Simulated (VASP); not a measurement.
# Pt2Cl (P6/mmm) in VASP: notebook

Runs on Pt2Cl. Level: PBE. Tasks: single point, relaxation of cell and atoms.

Program: VASP 6.6.1. These are calculated values, not measurements. Logs are shortened: lines on timing, memory, paths and dates and some standing lists are left out, and cuts for length are marked.

## 1. The cell of the first run

Symmetry: P6/mmm, No. 191, hexagonal system. The conventional cell has a = 3.837 Å, b = 3.837 Å, c = 4.142 Å, α = 90.00°, β = 90.00°, γ = 120.00°. Within 2.9 Å of Pt (site symmetry -6m2) lie 3 Pt at 2.22 Å. Cl (site symmetry 6/mmm) has 12 Pt at 3.03 Å and 6 Cl at 3.84 Å within 4.0 Å.

## 2. Single point, PBE

INCAR

```
SYSTEM = Pt2Cl
  ALGO = Normal
  EDIFF = 1E-7
  ENCUT = 520
  GGA = PE
  ISIF = 2
  ISMEAR = 0
  LASPH = .True.
  LCHARG = .False.
  LREAL = .False.
  LWAVE = .False.
  NBANDS = 20
  NELM = 80
  PREC = Accurate
  SIGMA = 0.1
```

KPOINTS

```
k-points
0
Gamma
  6 6 4
  0 0 0
```

POSCAR

```
Pt2Cl
1.0
    3.8365803450      0.0000000000      0.0000000000
   -1.9182901725      3.3225760424      0.0000000000
    0.0000000000      0.0000000000      4.1424870834
Pt Cl
2 1
Direct
    0.3333333333      0.6666666667      0.5000000000
    0.6666666667      0.3333333333      0.5000000000
    0.0000000000      0.0000000000      0.0000000000
```

Potentials or basis: VASP PAW PBE potentials, release 64 (Pt, Cl).

The run is started by

```bash
$ cat potpaw_PBE.64/Pt/POTCAR potpaw_PBE.64/Cl/POTCAR > POTCAR
$ mpirun -np 1 vasp_std > vasp.out
```

OUTCAR:

```text
SYSTEM = Pt2Cl
   EDIFF = 1E-7
   ENCUT = 520
   GGA = PE
   ISIF = 2
   ISMEAR = 0
   LASPH = .True.
   LREAL = .False.
   NELM = 80
   PREC = Accurate

 ion  position               nearest neighbor table
   1  0.333  0.667  0.500-   2 2.22   2 2.22   2 2.22   3 3.03   3 3.03   3 3.03   3 3.03   3 3.03
                             3 3.03
   2  0.667  0.333  0.500-   1 2.22   1 2.22   1 2.22   3 3.03   3 3.03   3 3.03   3 3.03   3 3.03
                             3 3.03
   3  0.000  0.000  0.000-   1 3.03   2 3.03   1 3.03   2 3.03   1 3.03   1 3.03   2 3.03   2 3.03
                             2 3.03   2 3.03   1 3.03   1 3.03

  LATTYP: Found a hexagonal cell.
 ALAT       =     3.8365803450
 C/A-ratio  =     1.0797342193

  Lattice vectors:

 A1 = (   3.8365803450,   0.0000000000,   0.0000000000)
 A2 = (  -1.9182901725,   3.3225760424,   0.0000000000)
 A3 = (   0.0000000000,   0.0000000000,   4.1424870834)

Analysis of symmetry for initial positions (statically):
=====================================================================
 Subroutine PRICEL returns:
 Original cell was already a primitive cell.

 Routine SETGRP: Setting up the symmetry group for a
 hexagonal supercell.

 Subroutine GETGRP returns: Found 24 space group operations
 (whereof 24 operations were pure point group operations)
 out of a pool of 24 trial point group operations.

The static configuration has the point symmetry D_6h.

Analysis of symmetry for dynamics (positions and initial velocities):
=====================================================================
 Subroutine PRICEL returns:
 Original cell was already a primitive cell.

 Routine SETGRP: Setting up the symmetry group for a
 hexagonal supercell.

 Subroutine GETGRP returns: Found 24 space group operations
 (whereof 24 operations were pure point group operations)
 out of a pool of 24 trial point group operations.

The dynamic configuration has the point symmetry D_6h.

 Subroutine INISYM returns: Found 24 space group operations
 (whereof 24 operations are pure point group operations),
 and found     1 'primitive' translations

----------------------------------------------------------------------------------------

                                     Primitive cell

  volume of cell :      52.8056

  direct lattice vectors                    reciprocal lattice vectors
     3.836580345  0.000000000  0.000000000     0.260648784  0.150485645  0.000000000
    -1.918290172  3.322576042  0.000000000     0.000000000  0.300971291  0.000000000
     0.000000000  0.000000000  4.142487083     0.000000000  0.000000000  0.241400873

  length of vectors
     3.836580345  3.836580345  4.142487083     0.300971291  0.300971291  0.241400873

  position of ions in fractional coordinates (direct lattice)
     0.333333333  0.666666667  0.500000000
     0.666666667  0.333333333  0.500000000
     0.000000000  0.000000000  0.000000000

  ion indices of the primitive-cell ions
   primitive index   ion index
                 1           1
                 2           2
                 3           3

----------------------------------------------------------------------------------------

 KPOINTS: k-points

Automatic generation of k-mesh.
 Grid dimensions read from file:
 generate k-points for:    6    6    4

 Generating k-lattice:

  Cartesian coordinates                     Fractional coordinates (reciprocal lattice)
     0.043441464  0.025080941  0.000000000     0.166666667  0.000000000  0.000000000
     0.000000000  0.050161882  0.000000000     0.000000000  0.166666667  0.000000000
     0.000000000  0.000000000  0.060350218     0.000000000  0.000000000  0.250000000

  Length of vectors
     0.050161882  0.050161882  0.060350218

  Shift w.r.t. Gamma in fractional coordinates (k-lattice)
     0.000000000  0.000000000  0.000000000

 Subroutine IBZKPT returns following result:
 ===========================================

 Found     21 irreducible k-points:

 Following reciprocal coordinates:
            Coordinates               Weight
  0.000000  0.000000  0.000000      1.000000
  0.166667 -0.000000  0.000000      6.000000
  0.333333 -0.000000  0.000000      6.000000
  0.500000 -0.000000  0.000000      3.000000
  0.166667  0.166667  0.000000      6.000000
  0.333333  0.166667  0.000000     12.000000
[... 13 lines left out ...]
  0.333333  0.166667  0.500000     12.000000
  0.333333  0.333333  0.500000      2.000000
   k-points           NKPTS =     21   k-points in BZ     NKDIM =     21   number of bands    NBANDS=     20
   number of dos      NEDOS =    301   number of ions     NIONS =      3
   total plane-waves  NPLWV =  28800
   dimension x,y,z NGX =    30 NGY =   30 NGZ =   32
   dimension x,y,z NGXF=    60 NGYF=   60 NGZF=   64
   ions per type =               2   1
   NGX,Y,Z   is equivalent  to a cutoff of  13.00, 13.00, 12.84 a.u.
   NGXF,Y,Z  is equivalent  to a cutoff of  26.00, 26.00, 25.68 a.u.
 SYSTEM =  Pt2Cl
   PREC   = accura    normal or accurate (medium, high low for compatibility)
   ISTART =      0    job   : 0-new  1-cont  2-samecut
   ICHARG =      2    charge: 1-file 2-atom 10-const
   ISPIN  =      1    spin polarized calculation?
   LNONCOLLINEAR =      F non collinear calculations
   LSORBIT =      F    spin-orbit coupling
   LASPH  =      T    aspherical Exc in radial PAW
   ENCUT  =  520.0 eV  38.22 Ry    6.18 a.u.   7.13  7.13  7.70*2*pi/ulx,y,z
   NELM   =     80;   NELMIN=  2; NELMDL= -5     # of ELM steps
   EDIFF  = 0.1E-06   stopping-criterion for ELM
   LREAL  =      F    real-space projection
   EDIFFG = 0.1E-05   stopping-criterion for IOM
   NSW    =      0    number of steps for IOM
   IBRION =     -1    ionic relax: 0-MD 1-quasi-New 2-CG
   NFREE  =      0    steps in history (QN), initial steepest desc. (CG)
   ISIF   =      2    stress and relaxation
   ISYM   =      2    0-nonsym 1-usesym 2-fastsym
   POTIM  = 0.5000    time-step for ionic-motion
   TEBEG  =    0.0;   TEEND  =   0.0 temperature during run
   PSTRESS=    0.0 pullay stress
   NELECT =      27.0000    total number of electrons
   NUPDOWN=      -1.0000    fix difference up-down
   EMIN   =  10.00;   EMAX   =-10.00  energy-range for DOS
   EFERMI =   0.00;   METHOD = LEGACY
   ISMEAR =     0;   SIGMA  =   0.10  broadening in eV -4-tet -1-fermi 0-gaus
   EFERMI_NEDOS =   21; number of points for ismear=-14 and -15
   IALGO  =     38    algorithm
   IMIX   =      4    mixing-type and parameters
     AMIX     =   0.40;   BMIX     =  1.00
     AMIX_MAG =   1.60;   BMIX_MAG =  1.00
  volume/ion in A,a.u.               =      17.60       118.78
  Fermi-wavevector in a.u.,A,eV,Ry     =   1.309089  2.473820 23.316507  1.713715
  Thomas-Fermi vector in A             =   2.439712
   LORBIT       =      0    0 simple, 1 ext, 2 COOP (PROOUT), +10 PAW based schemes
   GGA     = PE    functional components
   LHFCALC =     F    Hartree Fock is set to
   AEXX    =    0.0000 exact exchange contribution
   IVDW    =     0    specifies the selected vdW correction
   LEPSILON=     F    determine dielectric tensor
   LRPA    =     F    only Hartree local field effects (RPA)
 non-spin polarized calculation
 Gauss-broadening in eV      SIGMA  =   0.10
  energy-cutoff  :      520.00
  volume of cell :       52.81
 maximum number of plane-waves:      1443
 NGX is ok and might be reduce to    30
   NGX = 15   NGY = 15   NGZ = 15

 number of electron      26.9999994 magnetization

 Free energy of the ion-electron system (eV)
  ---------------------------------------------------
  ext. energy  EPLUGINS =         0.00000000
  ---------------------------------------------------
  free energy    TOTEN  =        -8.72844868 eV

  energy without entropy =       -8.69167008  energy(sigma->0) =       -8.71005938

 E-fermi :   7.8941     XC(G=0): -11.5965

 val. band max:        7.8908822718   @ k =   0.1667  -0.0000   0.5000
 cond. band min:       7.9000258673   @ k =   0.3333   0.1667   0.0000
 fundamental gap:      0.0091435955
 Fermi energy:         7.8941449761

 k-point     1 :       0.0000    0.0000    0.0000
  band No.  band energies     occupation
      1      -8.2435      2.00000
      2       0.1201      2.00000
      3       2.8844      2.00000
      4       2.8844      2.00000
      5       3.0751      2.00000
      6       3.0751      2.00000
[... 12 lines left out ...]
     19      15.3940      0.00000
     20      20.5620      0.00000

 k-point     2 :       0.1667   -0.0000    0.0000
  band No.  band energies     occupation
      1      -8.1370      2.00000
      2       0.2723      2.00000
      3       2.0330      2.00000
      4       2.1313      2.00000
      5       2.7292      2.00000
      6       2.8904      2.00000
[... 12 lines left out ...]
     19      15.6112      0.00000
     20      20.5775      0.00000

 k-point     3 :       0.3333   -0.0000    0.0000
  band No.  band energies     occupation
      1      -7.9229      2.00000
      2       0.3165      2.00000
      3       1.4006      2.00000
      4       1.5031      2.00000
      5       2.0365      2.00000
      6       2.5119      2.00000
[... 12 lines left out ...]
     19      16.3965      0.00000
     20      20.1197      0.00000

 k-point     4 :       0.5000   -0.0000    0.0000
  band No.  band energies     occupation
      1      -7.8159      2.00000
      2       0.3768      2.00000
      3       0.9674      2.00000
      4       1.1331      2.00000
      5       1.7580      2.00000
      6       2.4444      2.00000
[... 360 lines left out ...]
 k-point    20 :       0.3333    0.1667    0.5000
  band No.  band energies     occupation
      1      -7.7533      2.00000
      2      -0.3293      2.00000
      3       1.4758      2.00000
      4       1.6913      2.00000
      5       1.8173      2.00000
      6       2.3045      2.00000
[... 12 lines left out ...]
     19      15.2007      0.00000
     20      20.4500      0.00000

 k-point    21 :       0.3333    0.3333    0.5000
  band No.  band energies     occupation
      1      -7.7310      2.00000
      2      -0.7025      2.00000
      3       1.8730      2.00000
      4       1.8730      2.00000
      5       2.2887      2.00000
      6       2.2887      2.00000
[... 12 lines left out ...]
     19      14.6333      0.00000
     20      20.1962      0.00000

------------------------ aborting loop because EDIFF is reached ----------------------------------------

  FORCE on cell =-STRESS in cart. coord.  units (eV):
  Direction    XX          YY          ZZ          XY          YZ          ZX
  --------------------------------------------------------------------------------------
  -------------------------------------------------------------------------------------
  Total       23.6744492     23.6744492      2.6354167      0.0000000      0.0000000      0.0000000
  in kB      718.3069632    718.3069632     79.9612330      0.0000000      0.0000000      0.0000000
  external PRESSURE =     505.5250531 kB  Pullay stress =       0.0000000 kB

 VOLUME and BASIS-vectors are now :
 -----------------------------------------------------------------------------
  energy-cutoff  :      520.00
  volume of cell :       52.81
      direct lattice vectors                 reciprocal lattice vectors
     3.836580345  0.000000000  0.000000000     0.260648784  0.150485645  0.000000000
    -1.918290172  3.322576042  0.000000000     0.000000000  0.300971291  0.000000000
     0.000000000  0.000000000  4.142487083     0.000000000  0.000000000  0.241400873

 POSITION                                       TOTAL-FORCE (eV/Angst)
 -----------------------------------------------------------------------------------
     -0.00000      2.21505      2.07124         0.000000      0.000000      0.000000
      1.91829      1.10753      2.07124        -0.000000     -0.000000      0.000000
      0.00000      0.00000      0.00000         0.000000      0.000000      0.000000
 -----------------------------------------------------------------------------------
    total drift:                                0.000000     -0.000000      0.000000

  FREE ENERGIE OF THE ION-ELECTRON SYSTEM (eV)
  ---------------------------------------------------
  free  energy   TOTEN  =        -8.7284486759 eV

  energy  without entropy=       -8.6916700773  energy(sigma->0) =       -8.71005938
```

Wall time 14 s (1 thread of AMD EPYC 9R14 (Zen 4), shared host); peak memory 0.15 GiB.

What came out:

* Free energy: -8.7284 eV
* Pressure: 50.6 GPa

Levels at points of the mesh, in eV from the Fermi level:
| k point | band 11 | band 12 | band 13 | band 14 | band 15 | band 16 | band 17 | band 18 |
| --- | --- | --- | --- | --- | --- | --- | --- | --- |
| (0.00, 0.00, 0.00) | -2.01 | -2.01 | -1.12 | -1.12 | -0.91 | 7.00 | 7.33 | 7.50 |
| (0.50, 0.00, 0.00) | -1.68 | -0.87 | -0.05 | -0.05 | 0.13 | 3.25 | 6.68 | 7.02 |
| (0.00, 0.00, 0.50) | -3.73 | -0.47 | 0.05 | 0.05 | 0.34 | 2.29 | 10.09 | 11.03 |
| (0.50, 0.00, 0.50) | -1.61 | -1.18 | -0.12 | -0.03 | 2.25 | 2.54 | 4.65 | 5.24 |

Caveat: the k points lie up to 0.38 Å⁻¹ apart; spin-orbit coupling is left out, which moves the levels of the heavy elements; an odd number of electrons without spin polarisation forces a metal; a magnetic or distorted state may lie lower.

## 3. Single point, PBE

This run uses another cell than the first one, of 17.33 Å³/atom, 0.985 times its volume.

INCAR

```
SYSTEM = Pt2Cl
PREC = Accurate ; ENCUT = 520
EDIFF = 1E-6 ; ISMEAR = 0
SIGMA = 0.1 ; LREAL = .FALSE.
LASPH = .TRUE. ; NELM = 80
ALGO = Normal ; ISIF = 2
LWAVE = .FALSE. ; LCHARG = .FALSE.
GGA = PE ; NBANDS = 20
```

KPOINTS

```
Automatic mesh
0
G
  6 6 6
  0 0 0
```

POSCAR

```
Pt2Cl
1.0
    4.6299381261      0.0000000000      0.0000000000
   -2.3149690630      4.0096440351      0.0000000000
    0.0000000000      0.0000000000      2.8013140073
Pt Cl
2 1
Direct
    0.3333333333      0.6666666667      0.5000000000
    0.6666666667      0.3333333333      0.5000000000
    0.0000000000      0.0000000000      0.0000000000
```

Potentials or basis: VASP PAW PBE potentials, release 64 (Pt, Cl).

The run is started by

```bash
$ cat potpaw_PBE.64/Pt/POTCAR potpaw_PBE.64/Cl/POTCAR > POTCAR
$ mpirun -np 1 vasp_std > vasp.out
```

OUTCAR:

```text
SYSTEM = Pt2Cl
   PREC = Accurate
   ENCUT = 520
   EDIFF = 1E-6
   ISMEAR = 0
   LREAL = .FALSE.
   LASPH = .TRUE.
   NELM = 80
   ISIF = 2
   GGA = PE

 ion  position               nearest neighbor table
   1  0.333  0.667  0.500-   2 2.67   2 2.67   2 2.67   3 3.02   3 3.02   3 3.02   3 3.02   3 3.02
                             3 3.02
   2  0.667  0.333  0.500-   1 2.67   1 2.67   1 2.67   3 3.02   3 3.02   3 3.02   3 3.02   3 3.02
                             3 3.02
   3  0.000  0.000  0.000-   1 3.02   2 3.02   1 3.02   2 3.02   1 3.02   1 3.02   2 3.02   2 3.02
                             2 3.02   2 3.02   1 3.02   1 3.02

  LATTYP: Found a hexagonal cell.
 ALAT       =     4.6299381261
 C/A-ratio  =     0.6050435084

  Lattice vectors:

 A1 = (   4.6299381261,   0.0000000000,   0.0000000000)
 A2 = (  -2.3149690630,   4.0096440351,   0.0000000000)
 A3 = (   0.0000000000,   0.0000000000,   2.8013140073)

Analysis of symmetry for initial positions (statically):
=====================================================================
 Subroutine PRICEL returns:
 Original cell was already a primitive cell.

 Routine SETGRP: Setting up the symmetry group for a
[... 170 lines left out ...]

 E-fermi :   7.6652     XC(G=0): -11.9486

 val. band max:        7.6632217752   @ k =   0.3333   0.1667   0.5000
 cond. band min:       7.6787820589   @ k =   0.5000   0.0000   0.0000
 fundamental gap:      0.0155602837
 Fermi energy:         7.6652113672

 k-point     1 :       0.0000    0.0000    0.0000
  band No.  band energies     occupation
      1      -8.7869      2.00000
      2       1.9645      2.00000
      3       1.9645      2.00000
      4       2.3505      2.00000
      5       3.5131      2.00000
      6       3.9676      2.00000
[... 541 lines left out ...]
     19      13.5101      0.00000
     20      19.2311      0.00000

 [... further k-points ...]

------------------------ aborting loop because EDIFF is reached ----------------------------------------

  FORCE on cell =-STRESS in cart. coord.  units (eV):
  Direction    XX          YY          ZZ          XY          YZ          ZX
  --------------------------------------------------------------------------------------
  -------------------------------------------------------------------------------------
  Total       -0.0917301     -0.0917301     -0.0647077     -0.0000000      0.0000000     -0.0000000
  in kB       -2.8260490     -2.8260490     -1.9935349     -0.0000000      0.0000000     -0.0000000
  external PRESSURE =      -2.5485443 kB  Pullay stress =       0.0000000 kB

 VOLUME and BASIS-vectors are now :
 -----------------------------------------------------------------------------
  energy-cutoff  :      520.00
  volume of cell :       52.00
      direct lattice vectors                 reciprocal lattice vectors
     4.629938126  0.000000000  0.000000000     0.215985608  0.124699349  0.000000000
    -2.314969063  4.009644035  0.000000000     0.000000000  0.249398698  0.000000000
     0.000000000  0.000000000  2.801314007     0.000000000  0.000000000  0.356975333

 POSITION                                       TOTAL-FORCE (eV/Angst)
 -----------------------------------------------------------------------------------
     -0.00000      2.67310      1.40066         0.000000     -0.000000      0.000000
      2.31497      1.33655      1.40066        -0.000000      0.000000      0.000000
      0.00000      0.00000      0.00000        -0.000000      0.000000      0.000000
 -----------------------------------------------------------------------------------
    total drift:                                0.000000      0.000000     -0.000000

  FREE ENERGIE OF THE ION-ELECTRON SYSTEM (eV)
  ---------------------------------------------------
  free  energy   TOTEN  =       -11.7207748006 eV

  energy  without entropy=      -11.6894152556  energy(sigma->0) =      -11.70509503
```

stdout:

```text
POSCAR found type information on POSCAR PtCl
 POSCAR found :  2 types and       3 ions
 scaLAPACK will be used
 LDA part: xc-table for (Slater+PW92), standard interpolation
 POSCAR, INCAR and KPOINTS ok, starting setup
 FFT: planning ... GRIDC
 FFT: planning ... GRID_SOFT
 FFT: planning ... GRID
 WAVECAR not read
 entering main loop
```

Wall time 19 s (1 thread of AMD EPYC 9R14 (Zen 4), shared host); peak memory 0.16 GiB.

Results:

```yaml
Free_energy: -11.7208 eV
Pressure: -0.3 GPa
```

Stress tensor (GPa, compression positive):
```
-0.28  0.00  0.00
 0.00 -0.28  0.00
 0.00  0.00 -0.20
```

Caveat: the k points lie up to 0.37 Å⁻¹ apart; spin-orbit coupling is left out, which moves the levels of the heavy elements; an odd number of electrons without spin polarisation forces a metal; a magnetic or distorted state may lie lower.

[end of part 1 of 2]
